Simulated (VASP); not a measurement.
# SiW3 (Im-3m) in VASP: further runs

SiW3 is run at these levels: PBE; tasks: single point, relaxation of cell and atoms.

Everything below comes from runs of VASP 6.6.1. Logs are shortened: lines on timing, memory, paths and dates and some standing lists are left out, and cuts for length are marked.

## 1. The cell of the first run

It takes space group Im-3m (No. 229, cubic). Conventional cell: a = 5.215 Å, b = 5.215 Å, c = 5.215 Å, α = 90.00°, β = 90.00°, γ = 90.00°. Si (site symmetry m-3m) has 6 W at 2.61 Å within 3.4 Å. Within 3.4 Å of W (site symmetry 4/mmm) lie 2 Si at 2.61 Å and 4 W at 2.61 Å.

## 2. Single point, PBE

INCAR

```
SYSTEM = SiW3
  ALGO = Normal
  EDIFF = 1E-6
  ENCUT = 500
  GGA = PE
  GGA_COMPAT = .False.
  ISIF = 2
  ISMEAR = 0
  LASPH = .True.
  LCHARG = .True.
  LELF = .True.
  LREAL = .False.
  LVHAR = .True.
  LWAVE = .False.
  NBANDS = 31
  NELM = 120
  PREC = Accurate
  SIGMA = 0.02
```

KPOINTS

```
k-points
0
Gamma
  6 6 6
  0 0 0
```

POSCAR

```
SiW3
1.0
   -2.6072809089      2.6072809089      2.6072809089
    2.6072809089     -2.6072809089      2.6072809089
    2.6072809089      2.6072809089     -2.6072809089
Si W
1 3
Direct
    0.0000000000      0.0000000000      0.0000000000
    0.5000000000      0.5000000000      0.0000000000
    0.5000000000      0.0000000000      0.5000000000
    0.0000000000      0.5000000000      0.5000000000
```

Potentials or basis: VASP PAW PBE potentials, release 64 (Si, W_sv).

The run is started by

```bash
$ cat potpaw_PBE.64/Si/POTCAR potpaw_PBE.64/W_sv/POTCAR > POTCAR
$ mpirun -np 1 vasp_std > vasp.out
```

OUTCAR:

```text
SYSTEM = SiW3
   EDIFF = 1E-6
   ENCUT = 500
   GGA = PE
   ISIF = 2
   ISMEAR = 0
   LASPH = .True.
   LREAL = .False.
   NELM = 120
   PREC = Accurate

 ion  position               nearest neighbor table
   1  0.000  0.000  0.000-   2 2.61   3 2.61   4 2.61   4 2.61   3 2.61   2 2.61
   2  0.500  0.500  0.000-   1 2.61   3 2.61   4 2.61   3 2.61   4 2.61   1 2.61
   3  0.500  0.000  0.500-   1 2.61   2 2.61   4 2.61   2 2.61   1 2.61   4 2.61
   4  0.000  0.500  0.500-   1 2.61   2 2.61   3 2.61   1 2.61   2 2.61   3 2.61

  LATTYP: Found a body centered cubic cell.
 ALAT       =     5.2145618178

  Lattice vectors:

 A1 = (  -2.6072809089,   2.6072809089,   2.6072809089)
 A2 = (   2.6072809089,  -2.6072809089,   2.6072809089)
 A3 = (   2.6072809089,   2.6072809089,  -2.6072809089)

Analysis of symmetry for initial positions (statically):
=====================================================================
 Subroutine PRICEL returns:
 Original cell was already a primitive cell.

 Routine SETGRP: Setting up the symmetry group for a
 body centered cubic supercell.

 Subroutine GETGRP returns: Found 48 space group operations
 (whereof 48 operations were pure point group operations)
 out of a pool of 48 trial point group operations.

The static configuration has the point symmetry O_h .

Analysis of symmetry for dynamics (positions and initial velocities):
=====================================================================
 Subroutine PRICEL returns:
 Original cell was already a primitive cell.

 Routine SETGRP: Setting up the symmetry group for a
 body centered cubic supercell.

 Subroutine GETGRP returns: Found 48 space group operations
 (whereof 48 operations were pure point group operations)
 out of a pool of 48 trial point group operations.

The dynamic configuration has the point symmetry O_h .

 Subroutine INISYM returns: Found 48 space group operations
 (whereof 48 operations are pure point group operations),
 and found     1 'primitive' translations

----------------------------------------------------------------------------------------

                                     Primitive cell

  volume of cell :      70.8963

  direct lattice vectors                    reciprocal lattice vectors
[... 79 lines left out ...]
   LASPH  =      T    aspherical Exc in radial PAW
   ENCUT  =  500.0 eV  36.75 Ry    6.06 a.u.   8.23  8.23  8.23*2*pi/ulx,y,z
   NELM   =    120;   NELMIN=  2; NELMDL= -5     # of ELM steps
   EDIFF  = 0.1E-05   stopping-criterion for ELM
   LREAL  =      F    real-space projection
   EDIFFG = 0.1E-04   stopping-criterion for IOM
   NSW    =      0    number of steps for IOM
   IBRION =     -1    ionic relax: 0-MD 1-quasi-New 2-CG
   NFREE  =      0    steps in history (QN), initial steepest desc. (CG)
   ISIF   =      2    stress and relaxation
   ISYM   =      2    0-nonsym 1-usesym 2-fastsym
   POTIM  = 0.5000    time-step for ionic-motion
   TEBEG  =    0.0;   TEEND  =   0.0 temperature during run
   PSTRESS=    0.0 pullay stress
   NELECT =      46.0000    total number of electrons
   NUPDOWN=      -1.0000    fix difference up-down
   EMIN   =  10.00;   EMAX   =-10.00  energy-range for DOS
   EFERMI =   0.00;   METHOD = LEGACY
   ISMEAR =     0;   SIGMA  =   0.02  broadening in eV -4-tet -1-fermi 0-gaus
   EFERMI_NEDOS =   21; number of points for ismear=-14 and -15
   IALGO  =     38    algorithm
   IMIX   =      4    mixing-type and parameters
     AMIX     =   0.40;   BMIX     =  1.00
     AMIX_MAG =   1.60;   BMIX_MAG =  1.00
  volume/ion in A,a.u.               =      17.72       119.61
  Fermi-wavevector in a.u.,A,eV,Ry     =   1.417271  2.678254 27.329445  2.008658
  Thomas-Fermi vector in A             =   2.538519
   LORBIT       =      0    0 simple, 1 ext, 2 COOP (PROOUT), +10 PAW based schemes
   GGA     = PE    functional components
   LHFCALC =     F    Hartree Fock is set to
   AEXX    =    0.0000 exact exchange contribution
   IVDW    =     0    specifies the selected vdW correction
   LEPSILON=     F    determine dielectric tensor
   LRPA    =     F    only Hartree local field effects (RPA)
 non-spin polarized calculation
 Gauss-broadening in eV      SIGMA  =   0.02
  energy-cutoff  :      500.00
  volume of cell :       70.90
 maximum number of plane-waves:      1865
 NGX is ok and might be reduce to    36
   NGX = 17   NGY = 17   NGZ = 17

 number of electron      46.0000004 magnetization

 Free energy of the ion-electron system (eV)
  ---------------------------------------------------
  ext. energy  EPLUGINS =         0.00000000
  ---------------------------------------------------
  free energy    TOTEN  =       -38.88422262 eV

  energy without entropy =      -38.88200647  energy(sigma->0) =      -38.88311455

 E-fermi :   9.0321     XC(G=0): -12.2458

 val. band max:        9.0317470150   @ k =   0.5000   0.5000   0.5000
 cond. band min:       9.0472616385   @ k =   0.3333   0.1667  -0.0000
 fundamental gap:      0.0155146235
 Fermi energy:         9.0320875561

 k-point     1 :       0.0000    0.0000    0.0000
  band No.  band energies     occupation
      1     -64.9615      2.00000
      2     -64.8001      2.00000
      3     -64.8001      2.00000
      4     -29.7024      2.00000
      5     -29.7024      2.00000
      6     -29.7024      2.00000
[... 533 lines left out ...]
     30      12.5961      0.00000
     31      14.8856      0.00000

------------------------ aborting loop because EDIFF is reached ----------------------------------------

  FORCE on cell =-STRESS in cart. coord.  units (eV):
  Direction    XX          YY          ZZ          XY          YZ          ZX
  --------------------------------------------------------------------------------------
  -------------------------------------------------------------------------------------
  Total        0.1335271      0.1335271      0.1335271      0.0000000     -0.0000000     -0.0000000
  in kB        3.0175638      3.0175638      3.0175638      0.0000000     -0.0000000     -0.0000000
  external PRESSURE =       3.0175638 kB  Pullay stress =       0.0000000 kB

 VOLUME and BASIS-vectors are now :
 -----------------------------------------------------------------------------
  energy-cutoff  :      500.00
  volume of cell :       70.90
      direct lattice vectors                 reciprocal lattice vectors
    -2.607280909  2.607280909  2.607280909     0.000000000  0.191770667  0.191770667
     2.607280909 -2.607280909  2.607280909     0.191770667  0.000000000  0.191770667
     2.607280909  2.607280909 -2.607280909     0.191770667  0.191770667  0.000000000

 POSITION                                       TOTAL-FORCE (eV/Angst)
 -----------------------------------------------------------------------------------
      0.00000      0.00000      0.00000        -0.000000     -0.000000     -0.000000
      0.00000      0.00000      2.60728        -0.000000     -0.000000      0.000000
      0.00000      2.60728      0.00000        -0.000000     -0.000000     -0.000000
      2.60728      0.00000      0.00000         0.000000      0.000000      0.000000
 -----------------------------------------------------------------------------------
    total drift:                                0.000000      0.000000     -0.000000

  FREE ENERGIE OF THE ION-ELECTRON SYSTEM (eV)
  ---------------------------------------------------
  free  energy   TOTEN  =       -38.8842226235 eV

  energy  without entropy=      -38.8820064679  energy(sigma->0) =      -38.88311455
```

OSZICAR:

```text
N       E                     dE             d eps       ncg     rms          rms(c)
DAV:   1     0.523159495936E+03    0.52316E+03   -0.26636E+04   992   0.158E+03
DAV:   2    -0.161202849579E+02   -0.53928E+03   -0.52279E+03  1055   0.491E+02
DAV:   3    -0.401792280615E+02   -0.24059E+02   -0.22823E+02  1223   0.101E+02
DAV:   4    -0.407110430679E+02   -0.53182E+00   -0.51527E+00  1154   0.145E+01
DAV:   5    -0.407207076931E+02   -0.96646E-02   -0.96625E-02  1163   0.209E+00    0.298E+01
DAV:   6    -0.390815922871E+02    0.16391E+01   -0.45630E+00  1183   0.127E+01    0.111E+01
DAV:   7    -0.389017457247E+02    0.17985E+00   -0.52035E-01  1159   0.455E+00    0.250E+00
DAV:   8    -0.388858389509E+02    0.15907E-01   -0.33321E-02  1144   0.104E+00    0.491E-01
DAV:   9    -0.388845022150E+02    0.13367E-02   -0.66864E-03  1121   0.439E-01    0.144E-01
DAV:  10    -0.388842083507E+02    0.29386E-03   -0.13265E-03  1099   0.202E-01    0.899E-02
DAV:  11    -0.388842249395E+02   -0.16589E-04   -0.84131E-05  1202   0.535E-02    0.245E-02
DAV:  12    -0.388842230405E+02    0.18990E-05   -0.73192E-06   999   0.167E-02    0.773E-03
DAV:  13    -0.388842226235E+02    0.41695E-06   -0.97111E-07   590   0.760E-03
   1 F= -.38884223E+02 E0= -.38883115E+02  d E =-.221616E-02
```

Run time: 68 s. Hardware: 1 thread of AMD EPYC 7R43 (Zen 3), shared host; peak memory 0.17 GiB.

What came out:

| Property | Result |
| --- | --- |
| Free energy | -38.8842 eV |
| Pressure | 0.3 GPa |
| Band gap on the k mesh | zero (bands 23 and 24 overlap by 1.50 eV) |

Caveat: spin-orbit coupling is left out, which moves the levels of the heavy elements.

## 3. Relaxation of cell and atoms, PBE

INCAR

```
  PREC = Accurate
  ENCUT = 500
  EDIFF = 1E-7
  ISMEAR = 0
  SIGMA = 0.02
  LREAL = False
  LASPH = True
  NELM = 120
  ALGO = Normal
  ISIF = 3
  LWAVE = False
  LCHARG = False
  GGA = PE
  IBRION = 2
  NSW = 80
  EDIFFG = -0.03
  GGA_COMPAT = False
  NELMIN = 4
```

KPOINTS

```
Automatic mesh
0
Gamma
  6 6 6
```

POSCAR

```
SiW3
1.0
   -2.6061750000      2.6061750000      2.6061750000
    2.6061750000     -2.6061750000      2.6061750000
    2.6061750000      2.6061750000     -2.6061750000
Si W
1 3
Direct
    0.0000000000      0.0000000000      0.0000000000
    0.5000000000      0.5000000000      0.0000000000
    0.5000000000      0.0000000000      0.5000000000
    0.0000000000      0.5000000000      0.5000000000
```

Potentials or basis: VASP PAW PBE potentials, release 64 (Si, W_sv).

The run is started by

```bash
$ cat potpaw_PBE.64/Si/POTCAR potpaw_PBE.64/W_sv/POTCAR > POTCAR
$ mpirun -np 1 vasp_std > vasp.out
```

Wall time 2.5 min (1 thread of AMD EPYC 7R43 (Zen 3), shared host); peak memory 0.18 GiB.

Results (log left out):

```
Free energy                           : -38.8842 eV
Relaxed volume                        : 17.75 Å³/atom
Relaxed cell                          : a = 4.518 Å, b = 4.518 Å, c = 4.518 Å, α = 109.47°, β = 109.47°, γ = 109.47°
Space group after relaxing (to 0.1 Å) : Im-3m (No. 229)
Energy gained by relaxing             : 0.1 meV/atom
Ionic steps                           : 3
Pressure after relaxing               : 0.0 GPa
Band gap on the k mesh                : zero (bands 23 and 24 overlap by 1.50 eV)
```

The path:
| step | energy change (eV) | largest force (eV/Å) | pressure (GPa) | volume (Å³) |
| --- | --- | --- | --- | --- |
| 1 | 0.0000 | 0.0000 | 0.56 | 70.81 |
| 2 | 0.0012 | 0.0000 | -1.16 | 71.44 |
| 3 | -0.0004 | 0.0000 | 0.00 | 71.01 |

Final structure:
```
Si W
1.0
    -2.60867    2.60867    2.60867
     2.60867   -2.60867    2.60867
     2.60867    2.60867   -2.60867
Si W
1 3
Direct
  0.00000 0.00000 0.00000
  0.50000 0.50000 0.00000
  0.50000 0.00000 0.50000
  0.00000 0.50000 0.50000
```

Levels at points of the mesh, in eV from the Fermi level:
```csv
k point,band 20,band 21,band 22,band 23,band 24,band 25,band 26,band 27
"(0.00, 0.00, 0.00)",-0.36,-0.36,-0.36,0.41,0.41,1.94,1.94,1.94
"(0.50, 0.00, 0.00)",-1.68,-1.03,-0.45,-0.37,-0.34,-0.17,0.78,1.78
"(0.50, 0.50, 0.50)",-2.73,-2.73,-2.73,0.00,0.00,1.15,1.15,1.15
```

Caveat: spin-orbit coupling is left out, which moves the levels of the heavy elements.
